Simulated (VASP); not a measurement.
Si, 2 atoms in the cell. The structure is hexagonal, space group P6_3/mmc (No. 194). Conventional cell: a = 2.525 Å, b = 2.525 Å, c = 4.310 Å, α = 90.00°, β = 90.00°, γ = 120.00°. Within 3.3 Å of Si (site symmetry -6m2) lie 12 Si at 2.52 to 2.60 Å. This isn't the form of Si at room conditions, which is diamond.

```yaml
Program: VASP 6.6.1
Task: single point
Functional: r2SCAN
Potentials_or_basis: VASP PAW PBE potentials, release 64 (Si)
Cutoff: 520 eV
k_mesh: 9 × 9 × 5
Occupations: methfessel-paxton, width 0.05 eV
Spin: no spin polarisation
Dipole_correction: no
Further_INCAR_settings: ALGO = Normal; EDIFF = 1e-06; NBANDS = 11
```

Potentials or basis: VASP PAW PBE potentials, release 64 (Si).

Command:

```bash
$ cat potpaw_PBE.64/Si/POTCAR > POTCAR
$ cp INCAR.step1 INCAR
$ mpirun -np 1 vasp_std > vasp.out
$ cp INCAR.step2 INCAR
$ mpirun -np 1 vasp_std > vasp.out
```

Hardware: 1 thread of Intel(R) Xeon(R) Platinum 8259CL CPU @ 2.50GHz (Skylake/Cascade Lake), on a shared host.

Q: How long does it take, and how much memory?

A: Wall time 24 s on 1 thread of Intel(R) Xeon(R) Platinum 8259CL CPU @ 2.50GHz (Skylake/Cascade Lake), on a shared host, peak memory 0.13 GiB. Counts: k points 36.
